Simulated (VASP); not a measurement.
Crystal: Nb.

```xyz
1
Lattice="-1.6548 1.6548 1.6548 1.6548 -1.6548 1.6548 1.6548 1.6548 -1.6548" Properties=species:S:1:pos:R:3 pbc="T T T"
Nb    0.0000    0.0000    0.0000
```

Base run:

| Property | Result |
| --- | --- |
| Program | VASP 6.6.1 |
| Functional | PBE |
| Potentials or basis | VASP PAW PBE potentials, release 64 (Nb_sv) |
| Cutoff | 520 eV |
| k mesh | 13 × 13 × 13 |
| Occupations | fermi-dirac, width 0.3 eV |
| Spin | no spin polarisation |

Its results: pressure 1.6 GPa.

Q: The run is repeated on the same cell with these changes: occupations from fermi-dirac, width 0.3 eV to methfessel-paxton, width 1 eV. What comes out?

A: Pressure -0.2 GPa.
